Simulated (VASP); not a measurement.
# GaN in VASP: relaxation of the atoms with PBE

Aim: the relaxation of the atoms of GaN with PBE.

Everything below comes from runs of VASP 6.6.1. Logs are shortened: lines on timing, memory, paths and dates and some standing lists are left out, and cuts for length are marked.

## (1) The cell of the first run

The cell holds a slab with vacuum, 8 atoms: a = 3.219 Å, b = 3.219 Å, c = 22.512 Å, α = 90.00°, β = 90.00°, γ = 120.00°.

## (2) Relaxation of the atoms, PBE

Contents of INCAR:

```
  PREC = Accurate
  ENCUT = 520
  EDIFF = 1E-6
  ISMEAR = 0
  SIGMA = 0.05
  LREAL = F
  LASPH = T
  NELM = 80
  ALGO = Normal
  ISIF = 2
  LWAVE = F
  LCHARG = F
  LDIPOL = T
  IDIPOL = 3
  DIPOL = 0.5 0.5 0.500
  GGA = PE
  IBRION = 2
  NSW = 70
  EDIFFG = -0.03
```

Contents of KPOINTS:

```
Automatic mesh
0
Gamma
  9 9 1
```

Contents of POSCAR:

```
GaN
1.0
    3.2186527221      0.0000000000      0.0000000000
   -1.6093263611      2.7874350233      0.0000000000
    0.0000000000      0.0000000000     22.5115872182
N Ga
4 4
Selective dynamics
Direct
    0.3333333333      0.6666666667      0.3109509753  F F F
    0.6666666667      0.3333333333      0.4274129564  F F F
    0.3333333333      0.6666666667      0.5438749375  T T T
    0.6666666667      0.3333333333      0.6603369186  T T T
    0.6666666667      0.3333333333      0.3396630814  F F F
    0.3333333333      0.6666666667      0.4561250625  F F F
    0.6666666667      0.3333333333      0.5725870436  T T T
    0.3333333333      0.6666666667      0.6890490247  T T T
```

Potentials or basis: VASP PAW PBE potentials, release 64 (N, Ga_d).

Launch:

```sh
cat potpaw_PBE.64/N/POTCAR potpaw_PBE.64/Ga_d/POTCAR > POTCAR
mpirun -np 1 vasp_std > vasp.out
```

OUTCAR:

```text
PREC = Accurate
   ENCUT = 520
   EDIFF = 1E-6
   ISMEAR = 0
   LREAL = F
   LASPH = T
   NELM = 80
   ISIF = 2
   GGA = PE
   IBRION = 2
   NSW = 70
   EDIFFG = -0.03

 ion  position               nearest neighbor table
   1  0.333  0.667  0.311-   5 1.97   5 1.97   5 1.97
   2  0.667  0.333  0.427-   6 1.97   6 1.97   6 1.97   5 1.98
   3  0.333  0.667  0.544-   7 1.97   7 1.97   7 1.97   6 1.98
   4  0.667  0.333  0.660-   8 1.97   8 1.97   8 1.97   7 1.98
   5  0.667  0.333  0.340-   1 1.97   1 1.97   1 1.97   2 1.98
   6  0.333  0.667  0.456-   2 1.97   2 1.97   2 1.97   3 1.98
   7  0.667  0.333  0.573-   3 1.97   3 1.97   3 1.97   4 1.98
   8  0.333  0.667  0.689-   4 1.97   4 1.97   4 1.97

  LATTYP: Found a hexagonal cell.
 ALAT       =     3.2186527221
 C/A-ratio  =     6.9941025522

  Lattice vectors:

 A1 = (   3.2186527221,   0.0000000000,   0.0000000000)
 A2 = (  -1.6093263611,   2.7874350233,   0.0000000000)
 A3 = (   0.0000000000,   0.0000000000,  22.5115872182)

Analysis of symmetry for initial positions (statically):
=====================================================================
 Subroutine PRICEL returns:
 Original cell was already a primitive cell.

 Routine SETGRP: Setting up the symmetry group for a
 hexagonal supercell.

 Subroutine GETGRP returns: Found  6 space group operations
 (whereof  6 operations were pure point group operations)
 out of a pool of 24 trial point group operations.

The static configuration has the point symmetry C_3v.

Analysis of symmetry for dynamics (positions and initial velocities):
=====================================================================
 Subroutine PRICEL returns:
 Original cell was already a primitive cell.

 Routine SETGRP: Setting up the symmetry group for a
 hexagonal supercell.

 Subroutine GETGRP returns: Found  6 space group operations
 (whereof  6 operations were pure point group operations)
 out of a pool of 24 trial point group operations.

The dynamic configuration has the point symmetry C_3v.

Analysis of constrained symmetry for selective dynamics:
=====================================================================
 Subroutine PRICEL returns:
 Original cell was already a primitive cell.

 Routine SETGRP: Setting up the symmetry group for a
 hexagonal supercell.

 Subroutine GETGRP returns: Found  6 space group operations
 (whereof  6 operations were pure point group operations)
 out of a pool of 24 trial point group operations.

The constrained configuration has the point symmetry C_3v.

 Subroutine INISYM returns: Found  6 space group operations
 (whereof  6 operations are pure point group operations),
 and found     1 'primitive' translations

----------------------------------------------------------------------------------------

                                     Primitive cell

  volume of cell :     201.9691

  direct lattice vectors                    reciprocal lattice vectors
     3.218652722  0.000000000  0.000000000     0.310689001  0.179376379  0.000000000
    -1.609326361  2.787435023  0.000000000     0.000000000  0.358752757  0.000000000
     0.000000000  0.000000000 22.511587218     0.000000000  0.000000000  0.044421568

  length of vectors
     3.218652722  3.218652722 22.511587218     0.358752757  0.358752757  0.044421568

  position of ions in fractional coordinates (direct lattice)
     0.333333333  0.666666667  0.310950975
     0.666666667  0.333333333  0.427412956
     0.333333333  0.666666667  0.543874938
     0.666666667  0.333333333  0.660336919
     0.666666667  0.333333333  0.339663081
     0.333333333  0.666666667  0.456125062
     0.666666667  0.333333333  0.572587044
     0.333333333  0.666666667  0.689049025

  ion indices of the primitive-cell ions
[... 32 lines left out ...]
 ===========================================

 Found     12 irreducible k-points:

 Following reciprocal coordinates:
            Coordinates               Weight
  0.000000  0.000000  0.000000      1.000000
  0.111111 -0.000000  0.000000      6.000000
  0.222222  0.000000  0.000000      6.000000
  0.333333  0.000000  0.000000      6.000000
  0.444444  0.000000  0.000000      6.000000
  0.111111  0.111111  0.000000      6.000000
  0.222222  0.111111  0.000000     12.000000
  0.333333  0.111111  0.000000     12.000000
  0.444444  0.111111  0.000000      6.000000
  0.222222  0.222222  0.000000      6.000000
  0.333333  0.222222  0.000000     12.000000
  0.333333  0.333333  0.000000      2.000000
   k-points           NKPTS =     12   k-points in BZ     NKDIM =     12   number of bands    NBANDS=     43
   number of dos      NEDOS =    301   number of ions     NIONS =      8
   total plane-waves  NPLWV =  96768
   dimension x,y,z NGX =    24 NGY =   24 NGZ =  168
   dimension x,y,z NGXF=    48 NGYF=   48 NGZF=  336
   ions per type =               4   4
   NGX,Y,Z   is equivalent  to a cutoff of  12.40, 12.40, 12.41 a.u.
   NGXF,Y,Z  is equivalent  to a cutoff of  24.79, 24.79, 24.81 a.u.
 SYSTEM =  unknown system
   PREC   = accura    normal or accurate (medium, high low for compatibility)
   ISTART =      0    job   : 0-new  1-cont  2-samecut
   ICHARG =      2    charge: 1-file 2-atom 10-const
   ISPIN  =      1    spin polarized calculation?
   LNONCOLLINEAR =      F non collinear calculations
   LSORBIT =      F    spin-orbit coupling
   LASPH  =      T    aspherical Exc in radial PAW
   ENCUT  =  520.0 eV  38.22 Ry    6.18 a.u.   5.98  5.98 41.86*2*pi/ulx,y,z
   NELM   =     80;   NELMIN=  2; NELMDL= -5     # of ELM steps
   EDIFF  = 0.1E-05   stopping-criterion for ELM
   LREAL  =      F    real-space projection
   EDIFFG = -.3E-01   stopping-criterion for IOM
   NSW    =     70    number of steps for IOM
   IBRION =      2    ionic relax: 0-MD 1-quasi-New 2-CG
   NFREE  =      1    steps in history (QN), initial steepest desc. (CG)
   ISIF   =      2    stress and relaxation
   ISYM   =      2    0-nonsym 1-usesym 2-fastsym
   POTIM  = 0.5000    time-step for ionic-motion
   TEBEG  =    0.0;   TEEND  =   0.0 temperature during run
   PSTRESS=    0.0 pullay stress
   NELECT =      72.0000    total number of electrons
   NUPDOWN=      -1.0000    fix difference up-down
   EMIN   =  10.00;   EMAX   =-10.00  energy-range for DOS
   EFERMI =   0.00;   METHOD = LEGACY
   ISMEAR =     0;   SIGMA  =   0.05  broadening in eV -4-tet -1-fermi 0-gaus
   EFERMI_NEDOS =   21; number of points for ismear=-14 and -15
   IALGO  =     38    algorithm
   IMIX   =      4    mixing-type and parameters
     AMIX     =   0.40;   BMIX     =  1.00
     AMIX_MAG =   1.60;   BMIX_MAG =  1.00
  volume/ion in A,a.u.               =      25.25       170.37
  Fermi-wavevector in a.u.,A,eV,Ry     =   1.160800  2.193594 18.333255  1.347456
  Thomas-Fermi vector in A             =   2.297379
   LORBIT       =      0    0 simple, 1 ext, 2 COOP (PROOUT), +10 PAW based schemes
   GGA     = PE    functional components
   LHFCALC =     F    Hartree Fock is set to
   AEXX    =    0.0000 exact exchange contribution
   IVDW    =     0    specifies the selected vdW correction
   LEPSILON=     F    determine dielectric tensor
   LRPA    =     F    only Hartree local field effects (RPA)
 conjugate gradient relaxation of ions
 non-spin polarized calculation
 Gauss-broadening in eV      SIGMA  =   0.05
  energy-cutoff  :      520.00
  volume of cell :      201.97
 maximum number of plane-waves:      5486
 NGX is ok and might be reduce to    24
   NGX = 11   NGY = 11   NGZ = 83

 dipolmoment           0.000000      0.000000      0.009280 electrons x Angstroem

--------------------------------------- Ionic step        1  -------------------------------------------

 number of electron      71.9999955 magnetization

 Free energy of the ion-electron system (eV)
  ---------------------------------------------------
  ext. energy  EPLUGINS =         0.00000000
  ---------------------------------------------------
  free energy    TOTEN  =       -45.27368834 eV

  energy without entropy =      -45.25947661  energy(sigma->0) =      -45.26658248

------------------------ aborting loop because EDIFF is reached ----------------------------------------

  FORCE on cell =-STRESS in cart. coord.  units (eV):
  Direction    XX          YY          ZZ          XY          YZ          ZX
  --------------------------------------------------------------------------------------
  -------------------------------------------------------------------------------------
  Total       -0.8676690     -0.8676690      1.3200591      0.0000000      0.0000000     -0.0000000
  in kB       -6.8830303     -6.8830303     10.4717431      0.0000000      0.0000000     -0.0000000
  external PRESSURE =      -1.0981058 kB  Pullay stress =       0.0000000 kB
[... 107 lines left out ...]
  FREE ENERGIE OF THE ION-ELECTRON SYSTEM (eV)
  ---------------------------------------------------
  free  energy   TOTEN  =       -45.3320811837 eV

  energy  without entropy=      -45.3214822111  energy(sigma->0) =      -45.32678170

[... ionic steps 4 to 10 ...]

--------------------------------------- Ionic step       11  -------------------------------------------

 number of electron      71.9999965 magnetization

------------------------ aborting loop because EDIFF is reached ----------------------------------------
[... 79 lines left out ...]
--------------------------------------- Ionic step       13  -------------------------------------------

 number of electron      71.9999970 magnetization

 dipolmoment           0.000000      0.000000     -0.188966 electrons x Angstroem

 Free energy of the ion-electron system (eV)
  ---------------------------------------------------
  ext. energy  EPLUGINS =         0.00000000
  ---------------------------------------------------
  free energy    TOTEN  =       -45.33969232 eV

  energy without entropy =      -45.32925212  energy(sigma->0) =      -45.33447222

 E-fermi :  -0.1845     XC(G=0):  -6.1699

 val. band max:       -0.2014102462   @ k =   0.2222   0.2222   0.0000
 cond. band min:      -0.1718190639   @ k =   0.3333   0.2222   0.0000
 fundamental gap:      0.0295911823
 Fermi energy:        -0.1844549002

 k-point     1 :       0.0000    0.0000    0.0000
  band No.  band energies     occupation
      1     -17.7644      2.00000
      2     -17.1774      2.00000
      3     -16.1024      2.00000
      4     -16.0268      2.00000
      5     -16.0268      2.00000
      6     -15.8462      2.00000
[... 541 lines left out ...]
     42       5.9430      0.00000
     43       6.1418      0.00000

------------------------ aborting loop because EDIFF is reached ----------------------------------------

 vacuum level on the upper side and lower side of the slab       (xc-potential included)        -2.148         1.597

  FORCE on cell =-STRESS in cart. coord.  units (eV):
  Direction    XX          YY          ZZ          XY          YZ          ZX
  --------------------------------------------------------------------------------------
  -------------------------------------------------------------------------------------
  Total       -0.2233680     -0.2233680     -0.0277713      0.0000000      0.0000000     -0.0000000
  in kB       -1.7719302     -1.7719302     -0.2203038      0.0000000      0.0000000     -0.0000000
  external PRESSURE =      -1.2547214 kB  Pullay stress =       0.0000000 kB
[... 23 lines left out ...]
  FREE ENERGIE OF THE ION-ELECTRON SYSTEM (eV)
  ---------------------------------------------------
  free  energy   TOTEN  =       -45.3396923208 eV

  energy  without entropy=      -45.3292521215  energy(sigma->0) =      -45.33447222

 reached required accuracy - stopping structural energy minimisation

 vacuum level on the upper side and lower side of the slab         3.336         7.176
```

Wall time 22 min (1 thread of Intel Xeon Platinum 8259CL at 2.50GHz (Skylake/Cascade Lake), shared host); peak memory 0.34 GiB.

What came out:

| Property | Result |
| --- | --- |
| Free energy | -45.3397 eV |
| Energy gained by relaxing | 8.3 meV/atom |
| Ionic steps | 13 |
| Band gap on the k mesh | zero (bands 36 and 37 overlap by 0.56 eV) |

The path:
```
step  energy change (eV)  largest force on free atoms (eV/Å)  pressure (GPa)
   1              0.0000                              1.0418           -0.11
   2             -0.0579                              0.2354            0.00
   3             -0.0584                              0.1942            0.02
   4             -0.0620                              0.1090            0.08
   5             -0.0625                              0.1334            0.18
   6             -0.0628                              0.1144            0.15
   7             -0.0638                              0.0767            0.13
   8             -0.0641                              0.0732            0.12
   9             -0.0646                              0.0564            0.08
  10             -0.0656                              0.0495           -0.04
  11             -0.0646                              0.0883           -0.29
  12             -0.0657                              0.0591           -0.10
  13             -0.0660                              0.0279           -0.13
```

Final structure:
```
N Ga
1.0
     3.21865    0.00000    0.00000
    -1.60933    2.78744    0.00000
     0.00000    0.00000   22.51159
N Ga
4 4
Direct
  0.33333 0.66667 0.31095
  0.66667 0.33333 0.42741
  0.33333 0.66667 0.54703
  0.66667 0.33333 0.66461
  0.66667 0.33333 0.33966
  0.33333 0.66667 0.45613
  0.66667 0.33333 0.57182
  0.33333 0.66667 0.68994
```
